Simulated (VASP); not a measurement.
# SiW8C8Cl4 in VASP: single point with PBEsol

Aim: the single point of SiW8C8Cl4 with PBEsol.

Program: VASP 6.6.1. These are calculated values, not measurements. Logs are shortened: lines on timing, memory, paths and dates and some standing lists are left out, and cuts for length are marked.

## Step 1: The cell of the first run

The cell holds a slab with vacuum, 21 atoms: a = 5.706 Å, b = 5.706 Å, c = 20.200 Å, α = 90.00°, β = 90.00°, γ = 120.00°.

## Step 2: Single point, PBEsol

INCAR

```
PREC = Accurate ; ENCUT = 520
EDIFF = 1E-6 ; ISMEAR = -1
SIGMA = 0.15 ; LREAL = Auto
LASPH = True ; NELM = 100
ALGO = Normal ; ISIF = 2
LWAVE = False ; LCHARG = False
GGA = PS ; NBANDS = 104
```

KPOINTS

```
regular mesh
0
Gamma
  3 3 1
```

POSCAR

```
SiW8C8Cl4
1.0
    5.7058800000      0.0000000000      0.0000000000
   -2.8529400000      4.9414370000      0.0000000000
    0.0000000000      0.0000000000     20.2001350000
W C Si Cl
8 8 1 4
Direct
    0.0000000000      0.0000000000      0.0495046196
   -0.0083865968      0.0113732099      0.1851324261
   -0.0000071297      0.4999962561      0.0495046196
   -0.0155465566      0.4923668965      0.1897759594
    0.4999929897      0.0000000000      0.0495046196
    0.5060875502     -0.0028129469      0.1864195462
    0.5000033858      0.4999962561      0.0495046196
    0.4938517987      0.5053590686      0.1840482749
    0.3436613795      0.1759204863      0.1144249779
    0.3365719895      0.1917458424      0.2506220874
    0.3234848362      0.6505799831      0.1143259686
    0.3275247824      0.6567320397      0.2601071726
    0.8280599667      0.1800286030      0.1162269460
    0.7923367709      0.1847843046      0.2470825071
    0.8226334777      0.6695016045      0.1150338847
    0.8112475424      0.6506204572      0.2499735769
    0.2338388562      0.8958325281      0.2997009673
    0.5824649579      1.1415505247      0.3662252752
   -0.1288328944      0.8302645566      0.3240869430
    0.2109607900      0.4653504638      0.3294631447
    0.1671980208      0.8327941852      0.4258189364
```

Potentials or basis: VASP PAW PBE potentials, release 64 (W_sv, C, Si, Cl).

Command:

```
cat potpaw_PBE.64/W_sv/POTCAR potpaw_PBE.64/C/POTCAR potpaw_PBE.64/Si/POTCAR potpaw_PBE.64/Cl/POTCAR > POTCAR
mpirun -np 1 vasp_std > vasp.out
```

OUTCAR:

```text
PREC = Accurate
   ENCUT = 520
   EDIFF = 1E-6
   ISMEAR = -1
   LREAL = Auto
   LASPH = True
   NELM = 100
   ISIF = 2
   GGA = PS

 ion  position               nearest neighbor table
   1  0.000  0.000  0.050-  15 2.10   9 2.15  13 2.20   2 2.74   5 2.85   7 2.85   3 2.85   3 2.85
                             7 2.85   5 2.85
   2  0.992  0.011  0.185-  13 2.15  10 2.16  15 2.20  16 2.21  14 2.23   9 2.25   6 2.73   1 2.74
                             4 2.77   8 2.84   8 2.86  17 2.93   4 2.94  19 2.95   6 2.98
   3  1.000  0.500  0.050-  11 2.07  13 2.08  15 2.17   4 2.83   7 2.85   5 2.85   1 2.85   1 2.85
                             5 2.85   7 2.85
   4  0.984  0.492  0.190-  14 1.92  16 2.04  13 2.14  12 2.21  15 2.26  11 2.27   2 2.77   6 2.78
                             3 2.83   8 2.84   8 2.87   6 2.93   2 2.94  17 3.00
   5  0.500  0.000  0.050-   9 2.10  13 2.11  11 2.17   6 2.77   7 2.85   1 2.85   3 2.85   3 2.85
                             1 2.85   7 2.85
   6  0.506  0.997  0.186-  14 1.89  13 2.13  10 2.22   9 2.23  12 2.25  11 2.25  17 2.66   2 2.73
                             5 2.77   8 2.77   4 2.78   4 2.93   8 2.94   2 2.98
   7  0.500  0.500  0.050-   9 2.07  15 2.07  11 2.08   8 2.72   3 2.85   5 2.85   1 2.85   1 2.85
                             5 2.85   3 2.85
   8  0.494  0.505  0.184-  10 2.05  16 2.06  11 2.10  15 2.14   9 2.15  12 2.20   7 2.72   6 2.77
                             4 2.84   2 2.84   2 2.86   4 2.87   6 2.94
   9  0.344  0.176  0.114-   7 2.07   5 2.10   1 2.15   8 2.15   6 2.23   2 2.25
  10  0.337  0.192  0.251-  17 1.79   8 2.05   2 2.16   6 2.22
  11  0.323  0.651  0.114-   3 2.07   7 2.08   8 2.10   5 2.17   6 2.25   4 2.27
  12  0.328  0.657  0.260-  20 1.69  17 1.88   8 2.20   4 2.21   6 2.25
  13  0.828  0.180  0.116-   3 2.08   5 2.11   6 2.13   4 2.14   2 2.15   1 2.20
  14  0.792  0.185  0.247-   6 1.89   4 1.92   2 2.23
  15  0.823  0.670  0.115-   7 2.07   1 2.10   8 2.14   3 2.17   2 2.20   4 2.26
  16  0.811  0.651  0.250-  19 1.75   4 2.04   8 2.06   2 2.21  17 2.33
  17  0.234  0.896  0.300-  10 1.79  12 1.88  19 1.97  18 2.22  16 2.33  20 2.47  21 2.57   6 2.66
                             2 2.93   4 3.00
  18  0.582  0.142  0.366-  17 2.22  21 2.45
  19  0.871  0.830  0.324-  16 1.75  17 1.97  21 2.66   2 2.95
  20  0.211  0.465  0.329-  12 1.69  17 2.47
  21  0.167  0.833  0.426-  18 2.45  17 2.57  19 2.66

  LATTYP: Found a hexagonal cell.
 ALAT       =     5.7058800000
 C/A-ratio  =     3.5402313053

  Lattice vectors:

 A1 = (   5.7058800000,   0.0000000000,   0.0000000000)
 A2 = (  -2.8529400000,   4.9414370000,   0.0000000000)
 A3 = (   0.0000000000,   0.0000000000,  20.2001350000)

Analysis of symmetry for initial positions (statically):
=====================================================================
 Subroutine PRICEL returns:
 Original cell was already a primitive cell.

 Routine SETGRP: Setting up the symmetry group for a
 hexagonal supercell.

 Subroutine GETGRP returns: Found  1 space group operations
 (whereof  1 operations were pure point group operations)
 out of a pool of 24 trial point group operations.

The static configuration has the point symmetry C_1 .

Analysis of symmetry for dynamics (positions and initial velocities):
=====================================================================
 Subroutine PRICEL returns:
 Original cell was already a primitive cell.

 Routine SETGRP: Setting up the symmetry group for a
 hexagonal supercell.

 Subroutine GETGRP returns: Found  1 space group operations
 (whereof  1 operations were pure point group operations)
 out of a pool of 24 trial point group operations.

The dynamic configuration has the point symmetry C_1 .

 Subroutine INISYM returns: Found  1 space group operations
 (whereof  1 operations are pure point group operations),
 and found     1 'primitive' translations

----------------------------------------------------------------------------------------

                                     Primitive cell

  volume of cell :     569.5478

  direct lattice vectors                    reciprocal lattice vectors
     5.705880000  0.000000000  0.000000000     0.175257804  0.101185141  0.000000000
    -2.852940000  4.941437000  0.000000000     0.000000000  0.202370282  0.000000000
     0.000000000  0.000000000 20.200135000     0.000000000  0.000000000  0.049504620

  length of vectors
     5.705880000  5.705879973 20.200135000     0.202370281  0.202370282  0.049504620

  position of ions in fractional coordinates (direct lattice)
     0.000000000  0.000000000  0.049504620
     0.991613403  0.011373210  0.185132426
     0.999992870  0.499996256  0.049504620
     0.984453443  0.492366897  0.189775959
     0.499992990  0.000000000  0.049504620
     0.506087550  0.997187053  0.186419546
[... 13 lines left out ...]
     0.210960790  0.465350464  0.329463145
     0.167198021  0.832794185  0.425818936

  ion indices of the primitive-cell ions
   primitive index   ion index
                 1           1
                 2           2
                 3           3
                 4           4
                 5           5
                 6           6
[... 13 lines left out ...]
                20          20
                21          21

----------------------------------------------------------------------------------------

 KPOINTS: regular mesh

Automatic generation of k-mesh.
 Grid dimensions read from file:
 generate k-points for:    3    3    1

 Generating k-lattice:

  Cartesian coordinates                     Fractional coordinates (reciprocal lattice)
     0.058419268  0.033728380  0.000000000     0.333333333  0.000000000  0.000000000
     0.000000000  0.067456761  0.000000000     0.000000000  0.333333333  0.000000000
     0.000000000  0.000000000  0.049504620     0.000000000  0.000000000  1.000000000

  Length of vectors
     0.067456760  0.067456761  0.049504620

  Shift w.r.t. Gamma in fractional coordinates (k-lattice)
     0.000000000  0.000000000  0.000000000

 Subroutine IBZKPT returns following result:
 ===========================================

 Found      5 irreducible k-points:

 Following reciprocal coordinates:
            Coordinates               Weight
  0.000000  0.000000  0.000000      1.000000
  0.333333  0.000000  0.000000      2.000000
  0.000000  0.333333  0.000000      2.000000
 -0.333333  0.333333  0.000000      2.000000
  0.333333  0.333333  0.000000      2.000000
   k-points           NKPTS =      5   k-points in BZ     NKDIM =      5   number of bands    NBANDS=    104
   number of dos      NEDOS =    301   number of ions     NIONS =     21
   total plane-waves  NPLWV = 264600
   dimension x,y,z NGX =    42 NGY =   42 NGZ =  150
   dimension x,y,z NGXF=    84 NGYF=   84 NGZF=  300
   ions per type =               8   8   1   4
   NGX,Y,Z   is equivalent  to a cutoff of  12.24, 12.24, 12.34 a.u.
   NGXF,Y,Z  is equivalent  to a cutoff of  24.47, 24.47, 24.69 a.u.
 SYSTEM =  unknown system
   PREC   = accura    normal or accurate (medium, high low for compatibility)
   ISTART =      0    job   : 0-new  1-cont  2-samecut
   ICHARG =      2    charge: 1-file 2-atom 10-const
   ISPIN  =      1    spin polarized calculation?
   LNONCOLLINEAR =      F non collinear calculations
   LSORBIT =      F    spin-orbit coupling
   LASPH  =      T    aspherical Exc in radial PAW
   ENCUT  =  520.0 eV  38.22 Ry    6.18 a.u.  10.61 10.61 37.56*2*pi/ulx,y,z
   NELM   =    100;   NELMIN=  2; NELMDL= -5     # of ELM steps
   EDIFF  = 0.1E-05   stopping-criterion for ELM
   LREAL  =      T    real-space projection
   EDIFFG = 0.1E-04   stopping-criterion for IOM
   NSW    =      0    number of steps for IOM
   IBRION =     -1    ionic relax: 0-MD 1-quasi-New 2-CG
   NFREE  =      0    steps in history (QN), initial steepest desc. (CG)
   ISIF   =      2    stress and relaxation
   ISYM   =      2    0-nonsym 1-usesym 2-fastsym
   POTIM  = 0.5000    time-step for ionic-motion
   TEBEG  =    0.0;   TEEND  =   0.0 temperature during run
   PSTRESS=    0.0 pullay stress
   NELECT =     176.0000    total number of electrons
   NUPDOWN=      -1.0000    fix difference up-down
   EMIN   =  10.00;   EMAX   =-10.00  energy-range for DOS
   EFERMI =   0.00;   METHOD = LEGACY
   ISMEAR =    -1;   SIGMA  =   0.15  broadening in eV -4-tet -1-fermi 0-gaus
   EFERMI_NEDOS =   21; number of points for ismear=-14 and -15
   IALGO  =     38    algorithm
   IMIX   =      4    mixing-type and parameters
     AMIX     =   0.40;   BMIX     =  1.00
     AMIX_MAG =   1.60;   BMIX_MAG =  1.00
  volume/ion in A,a.u.               =      27.12       183.02
  Fermi-wavevector in a.u.,A,eV,Ry     =   1.106800  2.091548 16.667210  1.225005
  Thomas-Fermi vector in A             =   2.243305
   LORBIT       =      0    0 simple, 1 ext, 2 COOP (PROOUT), +10 PAW based schemes
   GGA     = PS    functional components
   LHFCALC =     F    Hartree Fock is set to
   AEXX    =    0.0000 exact exchange contribution
   IVDW    =     0    specifies the selected vdW correction
   LEPSILON=     F    determine dielectric tensor
   LRPA    =     F    only Hartree local field effects (RPA)
 non-spin polarized calculation
  energy-cutoff  :      520.00
  volume of cell :      569.55
 maximum number of plane-waves:     15354
 NGX is ok and might be reduce to    42
   NGX = 21   NGY = 21   NGZ = 75

 number of electron     176.0000002 magnetization

 Free energy of the ion-electron system (eV)
  ---------------------------------------------------
  ext. energy  EPLUGINS =         0.00000000
  ---------------------------------------------------
  free energy    TOTEN  =      -187.59298147 eV

  energy without entropy =     -187.12806263  energy(sigma->0) =     -187.36052205

 E-fermi :   0.9808     XC(G=0):  -6.4331

 val. band max:        0.9379453525   @ k =   0.3333   0.0000   0.0000
 cond. band min:       1.0021356219   @ k =   0.0000   0.0000   0.0000
 fundamental gap:      0.0641902693
 Fermi energy:         0.9808288211

 k-point     1 :       0.0000    0.0000    0.0000
  band No.  band energies     occupation
      1     -72.9095      2.00000
      2     -72.8788      2.00000
      3     -72.8459      2.00000
      4     -72.8269      2.00000
      5     -72.8152      2.00000
      6     -72.8108      2.00000
[... 504 lines left out ...]
     99       3.4645      0.00000
    100       3.6183      0.00000
 [bands above 100 left out]

------------------------ aborting loop because EDIFF is reached ----------------------------------------

  FORCE on cell =-STRESS in cart. coord.  units (eV):
  Direction    XX          YY          ZZ          XY          YZ          ZX
  --------------------------------------------------------------------------------------
  -------------------------------------------------------------------------------------
  Total       25.1583728     19.6237441     24.8400066      5.5921532     -3.3972167      4.6968340
  in kB       70.7722433     55.2029500     69.8766571     15.7311139     -9.5566056     13.2125189
  external PRESSURE =      65.2839501 kB  Pullay stress =       0.0000000 kB

 VOLUME and BASIS-vectors are now :
 -----------------------------------------------------------------------------
  energy-cutoff  :      520.00
  volume of cell :      569.55
      direct lattice vectors                 reciprocal lattice vectors
     5.705880000  0.000000000  0.000000000     0.175257804  0.101185141  0.000000000
    -2.852940000  4.941437000  0.000000000     0.000000000  0.202370282  0.000000000
     0.000000000  0.000000000 20.200135000     0.000000000  0.000000000  0.049504620

 POSITION                                       TOTAL-FORCE (eV/Angst)
 -----------------------------------------------------------------------------------
      0.00000      0.00000      1.00000        -0.126735      0.161035     -0.437226
      5.62558      0.05620      3.73970         1.593070     -0.386722      0.772863
      4.27938      2.47070      1.00000        -0.371274      0.372049     -0.473996
      4.21248      2.43300      3.83350         0.471855      2.749025     -1.621665
      2.85290      0.00000      1.00000        -0.223418     -0.228640     -0.650112
      0.04276      4.92754      3.76570        -3.767659     -0.228133     -0.387212
[... 13 lines left out ...]
     -0.12390      2.29950      6.65520         1.053401     -0.293712      2.623566
     -1.42190      4.11520      8.60160        -0.745957     -0.436235      1.710214
 -----------------------------------------------------------------------------------
    total drift:                                0.012052     -0.015350     -0.003067

  FREE ENERGIE OF THE ION-ELECTRON SYSTEM (eV)
  ---------------------------------------------------
  free  energy   TOTEN  =      -187.5929814671 eV

  energy  without entropy=     -187.1280626316  energy(sigma->0) =     -187.36052205
```

Run time: 11 min. Hardware: 1 thread of Intel Xeon Platinum 8488C (Sapphire Rapids), shared host; peak memory 0.67 GiB.

What came out:

```
Free energy            : -187.5930 eV
Largest force          : 4.199 eV/Å
Band gap on the k mesh : zero (bands 88 and 89 overlap by 0.57 eV)
```

Forces in eV/Å, atoms in the order of the input:
```
W   -0.127  0.161 -0.437
W    1.593 -0.387  0.773
W   -0.371  0.372 -0.474
W    0.472  2.749 -1.622
W   -0.223 -0.229 -0.650
W   -3.768 -0.228 -0.387
W   -0.108  0.003 -1.771
W   -0.033 -0.962  2.394
C   -0.592 -0.989  0.183
C   -0.156 -1.088 -2.213
C   -0.540  1.182 -0.219
C   -1.040 -0.291 -1.761
C    0.504 -0.866 -0.906
C    2.031 -0.629  1.862
C    1.024  0.277  0.081
C   -0.334  1.351 -0.946
Si   3.291  1.760  1.024
Cl   1.244  0.592 -1.095
Cl  -3.175 -2.048  1.832
Cl   1.053 -0.294  2.624
Cl  -0.746 -0.436  1.710
```

Caveat: the k points lie up to 0.42 Å⁻¹ apart, too coarse for converged energies and pressures of a metal; there is no dipole correction, which matters where the two faces differ; the PAW data sets were made with another functional, which shifts forces and pressure a little; spin-orbit coupling is left out, which moves the levels of the heavy elements.

The gap in the log of VASP goes by the Fermi energy; the results here count the filled bands.